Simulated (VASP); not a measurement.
# CuI (Cmcm) in VASP: notebook

The runs below take CuI through single point, with PBEsol.

Program: VASP 6.6.1. These are calculated values, not measurements. Logs are shortened: lines on timing, memory, paths and dates and some standing lists are left out, and cuts for length are marked.

## (1) The cell of the first run

Symmetry: Cmcm, No. 63, orthorhombic system. The conventional cell has a = 7.417 Å, b = 7.373 Å, c = 4.365 Å, α = 90.00°, β = 90.00°, γ = 90.00°. Within 3.3 Å of Cu (site symmetry m2m) lie 2 Cu at 2.48 Å and 3 I at 2.58 to 2.60 Å. Within 3.4 Å of I (site symmetry m2m) lie 3 Cu at 2.58 to 2.60 Å.

## (2) Single point, PBEsol

Input file INCAR:

```
  PREC = Accurate
  ENCUT = 520
  EDIFF = 1E-6
  ISMEAR = -1
  SIGMA = 0.05
  LREAL = False
  LASPH = True
  NELM = 60
  ALGO = Normal
  ISIF = 2
  LWAVE = False
  LCHARG = False
  GGA = PS
  NBANDS = 26
```

Input file KPOINTS:

```
Automatic mesh
0
Gamma
  4 4 6
```

Input file POSCAR:

```
CuI
1.0
    3.7082798061     -3.6863457942      0.0000000000
    3.7082798061      3.6863457942      0.0000000000
    0.0000000000      0.0000000000      4.3650037194
Cu I
2 2
Direct
    0.4204388300      0.5795611700      0.7500000000
    0.5795611700      0.4204388300      0.2500000000
    0.7700426800      0.2299573200      0.7500000000
    0.2299573200      0.7700426800      0.2500000000
```

Potentials or basis: VASP PAW PBE potentials, release 64 (Cu, I).

Run with:

```console
$ cat potpaw_PBE.64/Cu/POTCAR potpaw_PBE.64/I/POTCAR > POTCAR
$ mpirun -np 1 vasp_std > vasp.out
```

OUTCAR:

```text
PREC = Accurate
   ENCUT = 520
   EDIFF = 1E-6
   ISMEAR = -1
   LREAL = False
   LASPH = True
   NELM = 60
   ISIF = 2
   GGA = PS

 ion  position               nearest neighbor table
   1  0.420  0.580  0.750-   2 2.48   2 2.48   3 2.58   4 2.60   4 2.60
   2  0.580  0.420  0.250-   1 2.48   1 2.48   4 2.58   3 2.60   3 2.60
   3  0.770  0.230  0.750-   1 2.58   2 2.60   2 2.60
   4  0.230  0.770  0.250-   2 2.58   1 2.60   1 2.60

  LATTYP: Found a base centered orthorhombic cell.
 ALAT       =     7.3726915884
 B/A-ratio  =     1.0059500690
 C/A-ratio  =     0.5920502258

  Lattice vectors:

 A1 = (  -3.7082798061,  -3.6863457942,   0.0000000000)
 A2 = (   3.7082798061,  -3.6863457942,   0.0000000000)
 A3 = (   0.0000000000,   0.0000000000,   4.3650037194)

Analysis of symmetry for initial positions (statically):
=====================================================================
 Subroutine PRICEL returns:
 Original cell was already a primitive cell.

 Routine SETGRP: Setting up the symmetry group for a
 base centered orthorhombic supercell.

 Subroutine GETGRP returns: Found  8 space group operations
 (whereof  4 operations were pure point group operations)
 out of a pool of  8 trial point group operations.

The static configuration has the point symmetry C_2h.
 The point group associated with its full space group is D_2h.

Analysis of symmetry for dynamics (positions and initial velocities):
=====================================================================
 Subroutine PRICEL returns:
 Original cell was already a primitive cell.

 Routine SETGRP: Setting up the symmetry group for a
 base centered orthorhombic supercell.

 Subroutine GETGRP returns: Found  8 space group operations
 (whereof  4 operations were pure point group operations)
 out of a pool of  8 trial point group operations.

The dynamic configuration has the point symmetry C_2h.
 The point group associated with its full space group is D_2h.

 Subroutine INISYM returns: Found  8 space group operations
 (whereof  4 operations are pure point group operations),
 and found     1 'primitive' translations

----------------------------------------------------------------------------------------

                                     Primitive cell

  volume of cell :     119.3392
[... 89 lines left out ...]
   LSORBIT =      F    spin-orbit coupling
   LASPH  =      T    aspherical Exc in radial PAW
   ENCUT  =  520.0 eV  38.22 Ry    6.18 a.u.   9.72  9.72  8.12*2*pi/ulx,y,z
   NELM   =     60;   NELMIN=  2; NELMDL= -5     # of ELM steps
   EDIFF  = 0.1E-05   stopping-criterion for ELM
   LREAL  =      F    real-space projection
   EDIFFG = 0.1E-04   stopping-criterion for IOM
   NSW    =      0    number of steps for IOM
   IBRION =     -1    ionic relax: 0-MD 1-quasi-New 2-CG
   NFREE  =      0    steps in history (QN), initial steepest desc. (CG)
   ISIF   =      2    stress and relaxation
   ISYM   =      2    0-nonsym 1-usesym 2-fastsym
   POTIM  = 0.5000    time-step for ionic-motion
   TEBEG  =    0.0;   TEEND  =   0.0 temperature during run
   PSTRESS=    0.0 pullay stress
   NELECT =      36.0000    total number of electrons
   NUPDOWN=      -1.0000    fix difference up-down
   EMIN   =  10.00;   EMAX   =-10.00  energy-range for DOS
   EFERMI =   0.00;   METHOD = LEGACY
   ISMEAR =    -1;   SIGMA  =   0.05  broadening in eV -4-tet -1-fermi 0-gaus
   EFERMI_NEDOS =   21; number of points for ismear=-14 and -15
   IALGO  =     38    algorithm
   IMIX   =      4    mixing-type and parameters
     AMIX     =   0.40;   BMIX     =  1.00
     AMIX_MAG =   1.60;   BMIX_MAG =  1.00
  volume/ion in A,a.u.               =      29.83       201.34
  Fermi-wavevector in a.u.,A,eV,Ry     =   1.097947  2.074818 16.401647  1.205487
  Thomas-Fermi vector in A             =   2.234316
   LORBIT       =      0    0 simple, 1 ext, 2 COOP (PROOUT), +10 PAW based schemes
   GGA     = PS    functional components
   LHFCALC =     F    Hartree Fock is set to
   AEXX    =    0.0000 exact exchange contribution
   IVDW    =     0    specifies the selected vdW correction
   LEPSILON=     F    determine dielectric tensor
   LRPA    =     F    only Hartree local field effects (RPA)
 non-spin polarized calculation
  energy-cutoff  :      520.00
  volume of cell :      119.34
 maximum number of plane-waves:      3256
 NGX is ok and might be reduce to    40
   NGX = 19   NGY = 19   NGZ = 17

 number of electron      35.9999975 magnetization

 Free energy of the ion-electron system (eV)
  ---------------------------------------------------
  ext. energy  EPLUGINS =         0.00000000
  ---------------------------------------------------
  free energy    TOTEN  =       -12.32033790 eV

  energy without entropy =      -12.32033633  energy(sigma->0) =      -12.32033712

 E-fermi :   4.1709     XC(G=0):  -8.7943

 val. band max:        3.6774661217   @ k =   0.0000   0.0000   0.0000
 cond. band min:       4.6507395925   @ k =   0.0000   0.0000   0.0000
 fundamental gap:      0.9732734708
 Fermi energy:         4.1709132522

 k-point     1 :       0.0000    0.0000    0.0000
  band No.  band energies     occupation
      1     -10.1400      2.00000
      2      -9.3854      2.00000
      3      -1.8039      2.00000
      4      -0.4763      2.00000
      5      -0.2887      2.00000
      6      -0.2081      2.00000
[... 685 lines left out ...]
     25      12.3867      0.00000
     26      12.3869      0.00000

 [... further k-points ...]

------------------------ aborting loop because EDIFF is reached ----------------------------------------

  FORCE on cell =-STRESS in cart. coord.  units (eV):
  Direction    XX          YY          ZZ          XY          YZ          ZX
  --------------------------------------------------------------------------------------
  -------------------------------------------------------------------------------------
  Total       -0.4062555     -1.0322248     -2.1443930      0.0000000      0.0000000      0.0000000
  in kB       -5.4541449    -13.8580360    -28.7893444      0.0000000      0.0000000      0.0000000
  external PRESSURE =     -16.0338418 kB  Pullay stress =       0.0000000 kB

 VOLUME and BASIS-vectors are now :
 -----------------------------------------------------------------------------
  energy-cutoff  :      520.00
  volume of cell :      119.34
      direct lattice vectors                 reciprocal lattice vectors
     3.708279806 -3.686345794  0.000000000     0.134833407 -0.135635675  0.000000000
     3.708279806  3.686345794  0.000000000     0.134833407  0.135635675  0.000000000
     0.000000000  0.000000000  4.365003719     0.000000000  0.000000000  0.229094879

 POSITION                                       TOTAL-FORCE (eV/Angst)
 -----------------------------------------------------------------------------------
      3.70828      0.58658      3.27375         0.000000      0.043954      0.000000
      3.70828     -0.58658      1.09125         0.000000     -0.043954     -0.000000
      3.70828     -1.99094      3.27375         0.000000      0.148894     -0.000000
      3.70828      1.99094      1.09125         0.000000     -0.148894     -0.000000
 -----------------------------------------------------------------------------------
    total drift:                                0.000000     -0.000000      0.000000

  FREE ENERGIE OF THE ION-ELECTRON SYSTEM (eV)
  ---------------------------------------------------
  free  energy   TOTEN  =       -12.3203379001 eV

  energy  without entropy=      -12.3203363311  energy(sigma->0) =      -12.32033712
```

OSZICAR:

```text
N       E                     dE             d eps       ncg     rms          rms(c)
DAV:   1     0.267245390277E+03    0.26725E+03   -0.14705E+04  1456   0.145E+03
DAV:   2     0.130730068340E+02   -0.25417E+03   -0.24171E+03  1462   0.303E+02
DAV:   3    -0.118690559467E+02   -0.24942E+02   -0.24365E+02  1960   0.116E+02
DAV:   4    -0.131441416377E+02   -0.12751E+01   -0.12707E+01  2008   0.237E+01
DAV:   5    -0.131945748159E+02   -0.50433E-01   -0.50424E-01  2238   0.461E+00    0.991E+00
DAV:   6    -0.129419893932E+02    0.25259E+00   -0.13786E+01  1816   0.817E+01    0.660E+00
DAV:   7    -0.123147168100E+02    0.62727E+00   -0.30649E+00  1786   0.517E+01    0.298E+00
DAV:   8    -0.123392540051E+02   -0.24537E-01   -0.44765E-01  2254   0.104E+01    0.116E+00
DAV:   9    -0.123201170455E+02    0.19137E-01   -0.10380E-01  1990   0.780E+00    0.587E-01
DAV:  10    -0.123211652663E+02   -0.10482E-02   -0.61883E-03  2222   0.121E+00    0.418E-01
DAV:  11    -0.123202746639E+02    0.89060E-03   -0.40093E-03  1876   0.173E+00    0.142E-01
DAV:  12    -0.123203322101E+02   -0.57546E-04   -0.79206E-04  1620   0.163E-01    0.332E-02
DAV:  13    -0.123203349996E+02   -0.27895E-05   -0.29351E-05  2270   0.405E-02    0.399E-02
DAV:  14    -0.123203364655E+02   -0.14659E-05   -0.37709E-06  1476   0.505E-02    0.465E-02
DAV:  15    -0.123203402248E+02   -0.37593E-05   -0.13256E-05  1858   0.473E-02    0.905E-02
DAV:  16    -0.123203384406E+02    0.17842E-05   -0.24872E-06  1396   0.397E-02    0.664E-02
DAV:  17    -0.123203379001E+02    0.54054E-06   -0.34643E-06  1190   0.319E-02
   1 F= -.12320338E+02 E0= -.12320337E+02  d E =-.156900E-05
```

Run time: 2.3 min. Hardware: 1 thread of Intel Xeon 8259CL, shared host; peak memory 0.27 GiB.

Results:

```
Free energy            : -12.3203 eV
Pressure               : -1.6 GPa
Largest force          : 0.149 eV/Å
Band gap on the k mesh : 0.97 eV
```

Forces in eV/Å, atoms in the order of the input:
```
Cu   0.000  0.044  0.000
Cu   0.000 -0.044  0.000
I    0.000  0.149  0.000
I    0.000 -0.149  0.000
```

Stress tensor (GPa, compression positive):
```
-0.55  0.00  0.00
 0.00 -1.39  0.00
 0.00  0.00 -2.88
```

Levels at points of the mesh, in eV from the valence-band top:
```tsv
k point	band 15	band 16	band 17	band 18	band 19	band 20	band 21	band 22
(0.00, 0.00, 0.00)	-1.75	-1.44	-0.85	0.00	0.97	1.73	2.26	4.66
(0.50, 0.00, 0.00)	-1.74	-1.33	-1.26	-0.40	2.57	2.86	3.50	4.00
(0.50, 0.50, 0.00)	-1.73	-1.03	-0.70	-0.21	1.59	2.57	4.14	5.01
(0.00, 0.00, 0.50)	-1.77	-1.77	-1.54	-1.54	3.69	3.69	3.76	3.76
(0.50, 0.00, 0.50)	-1.77	-1.77	-1.31	-1.31	2.17	2.17	3.46	3.46
(0.50, 0.50, 0.50)	-1.75	-1.75	-1.59	-1.59	4.03	4.03	4.59	4.59
```

Caveat: the PAW data sets were made with another functional, which shifts forces and pressure a little; spin-orbit coupling is left out, which moves the levels of the heavy elements.

## (3) Single point, PBEsol

Input file INCAR:

```
PREC = Accurate
ENCUT = 520
EDIFF = 1E-6
ISMEAR = -1
SIGMA = 0.05
LREAL = F
LASPH = T
NELM = 80
ALGO = Normal
ISIF = 2
LWAVE = F
LCHARG = T
GGA = PS
LELF = T
LVHAR = T
NBANDS = 26
```

Input file KPOINTS:

```
regular mesh
0
Gamma
  4 4 6
```

Input file POSCAR:

```
CuI
1.0
    3.7331675900     -3.7110863700      0.0000000000
    3.7331675900      3.7110863700      0.0000000000
    0.0000000000      0.0000000000      4.3069976700
Cu I
2 2
Direct
    0.4204388300      0.5795611700      0.7500000000
    0.5795611700      0.4204388300      0.2500000000
    0.7700426800      0.2299573200      0.7500000000
    0.2299573200      0.7700426800      0.2500000000
```

Potentials or basis: VASP PAW PBE potentials, release 64 (Cu, I).

Run with:

```console
$ cat potpaw_PBE.64/Cu/POTCAR potpaw_PBE.64/I/POTCAR > POTCAR
$ mpirun -np 1 vasp_std > vasp.out
```

Wall time 99 s (1 thread of Intel Xeon 8259CL, shared host); peak memory 0.27 GiB.

It converged, with:

* Free energy: -12.3339 eV
* Pressure: -1.3 GPa
* Largest force: 0.158 eV/Å
* Band gap on the k mesh: 0.94 eV

Forces on the atoms (eV/Å):
```
Cu   0.000  0.034  0.000
Cu   0.000 -0.034  0.000
I    0.000  0.158  0.000
I    0.000 -0.158  0.000
```

Stress tensor (GPa, compression positive):
```
-0.53  0.00  0.00
 0.00 -1.48  0.00
 0.00  0.00 -1.78
```

Levels at points of the mesh, in eV from the valence-band top:
```tsv
k point	band 15	band 16	band 17	band 18	band 19	band 20	band 21	band 22
(0.00, 0.00, 0.00)	-1.81	-1.49	-0.93	0.00	0.94	1.66	2.38	4.56
(0.50, 0.00, 0.00)	-1.79	-1.38	-1.36	-0.39	2.66	2.86	3.43	3.96
(0.50, 0.50, 0.00)	-1.79	-1.06	-0.77	-0.21	1.60	2.68	4.21	4.86
(0.00, 0.00, 0.50)	-1.83	-1.83	-1.60	-1.60	3.64	3.64	3.73	3.73
(0.50, 0.00, 0.50)	-1.83	-1.83	-1.36	-1.36	2.13	2.13	3.40	3.40
(0.50, 0.50, 0.50)	-1.80	-1.80	-1.62	-1.62	3.96	3.96	4.48	4.48
```

Caveat: the PAW data sets were made with another functional, which shifts forces and pressure a little; spin-orbit coupling is left out, which moves the levels of the heavy elements.

(Continued in part 2 of 3.)
